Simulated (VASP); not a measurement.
## In3GaAs4: single point with PBE

In3GaAs4:

```
In Ga As
1.0
     6.01597    0.00000    0.00000
     0.00000    6.01597    0.00000
     0.00000    0.00000    6.01597
In Ga As
3 1 4
Direct
  0.50000 0.00000 0.00000
  0.00000 0.00000 0.50000
  0.00000 0.50000 0.00000
  0.50000 0.50000 0.50000
  0.26035 0.73965 0.26035
  0.26035 0.26035 0.73965
  0.73965 0.73965 0.73965
  0.73965 0.26035 0.26035
```

```json
{
  "Program": "VASP 6.6.1",
  "Task": "single point",
  "Functional": "PBE",
  "Potentials or basis": "VASP PAW PBE potentials, release 64 (In_d, Ga_d, As)",
  "Cutoff": "520 eV",
  "k mesh": "6 × 6 × 6",
  "Occupations": "gaussian, width 0.1 eV",
  "Spin": "no spin polarisation",
  "Dipole correction": "no",
  "Further INCAR settings": "ALGO = Normal; EDIFF = 1e-07; NBANDS = 46"
}
```

| Quantity | Value |
| --- | --- |
| Pressure | 1.7 GPa |
| Largest force | 0.013 eV/Å |
| Band gap on the k mesh | zero (filled and empty bands touch) |

Forces on the atoms (eV/Å):
```
In   0.000  0.000  0.000
In   0.000  0.000  0.000
In   0.000  0.000  0.000
Ga   0.000  0.000  0.000
As  -0.008  0.008 -0.008
As  -0.008 -0.008  0.008
As   0.008  0.008  0.008
As   0.008 -0.008 -0.008
```

Levels at points of the mesh, in eV from the Fermi level:
| k point | band 33 | band 34 | band 35 | band 36 | band 37 | band 38 | band 39 | band 40 |
| --- | --- | --- | --- | --- | --- | --- | --- | --- |
| (0.00, 0.00, 0.00) | -2.24 | -0.33 | -0.05 | -0.05 | -0.05 | 1.56 | 1.56 | 1.56 |
| (0.50, 0.00, 0.00) | -1.58 | -1.58 | -1.28 | -1.28 | 2.12 | 2.14 | 2.66 | 2.88 |
| (0.50, 0.50, 0.00) | -1.20 | -1.20 | -1.08 | -0.77 | 2.22 | 2.25 | 2.75 | 2.75 |
| (0.50, 0.50, 0.50) | -0.92 | -0.92 | -0.81 | -0.81 | 0.48 | 0.94 | 0.94 | 0.94 |

It took 120 s on 1 thread of Intel(R) Xeon(R) 6975P-C (Granite Rapids), with other jobs on the host, peak memory 0.43 GiB.

Caveat: semilocal functionals underestimate gaps, so a narrow gap can read as zero; spin-orbit coupling is left out, which moves the levels of the heavy elements.
